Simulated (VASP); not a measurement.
Write the native input for VASP 6.6.1 that does the following.

* Task: single point
* Functional: PBE
* Potentials or basis: VASP PAW PBE potentials, release 64 (Li_sv, H)
* Cutoff: 520 eV
* k mesh: 3 × 3 × 3
* Occupations: gaussian, width 0.15 eV
* Spin: no spin polarisation
* Dipole correction: no
* Further INCAR settings: LREAL = Auto; ALGO = Normal; EDIFF = 1e-06; NBANDS = 38

The structure of Li16H (a cell with a defect) lies in POSCAR:

```
Li16H
1.0
    6.9800000000      0.0000000000      0.0000000000
    0.0000000000      6.9800000000      0.0000000000
    0.0000000000      0.0000000000      6.9800000000
Li H
16 1
Direct
   -0.0056942693      0.0001767908     -0.0028793696
    0.4908290831      0.0003575931      0.0337524355
   -0.0036952722      0.5001810888     -0.0160979943
    0.0017084527      0.0001535817      0.5061534384
    0.2491126074      0.2532161891      0.2493873926
    0.5111899713      0.5003038682     -0.0000700573
    0.4855681948      0.0002454155      0.4702787966
    0.7655257880      0.2614806590      0.2549007163
    0.0017650430      0.5001381089      0.5195289398
    0.2488090258      0.7467514327      0.2494820917
    0.2586865330      0.2498577364      0.7539297994
    0.5045316619      0.5002459885      0.5029528653
    0.7654929799      0.7388297994      0.2549014327
    0.7370941261      0.2369083095      0.7483856734
    0.2586455587      0.7504719198      0.7539667622
    0.7370202006      0.7635512894      0.7484223496
    0.3318326648     -0.0000266476      0.2509260745
```

These files were run (other wordings do the same):

INCAR

```
  ALGO = Normal
  EDIFF = 1E-6
  ENCUT = 520
  GGA = PE
  ISIF = 2
  ISMEAR = 0
  LASPH = T
  LCHARG = F
  LREAL = Auto
  LWAVE = F
  NBANDS = 38
  NELM = 100
  PREC = Accurate
  SIGMA = 0.15
```

KPOINTS

```
k-points
0
Gamma
  3 3 3
```

Potentials or basis: VASP PAW PBE potentials, release 64 (Li_sv, H).

Command:

```console
$ cat potpaw_PBE.64/Li_sv/POTCAR potpaw_PBE.64/H/POTCAR > POTCAR
$ mpirun -np 1 vasp_std > vasp.out
```

Results of the run:

| Quantity | Value |
| --- | --- |
| Largest force | 0.024 eV/Å |
| Band gap on the k mesh | zero (an odd number of electrons rules out a gap without spin polarisation) |

Run time: 6.8 min on 1 thread of Oxide Virtual Turin-like Processor (shared host), peak memory 0.38 GiB.
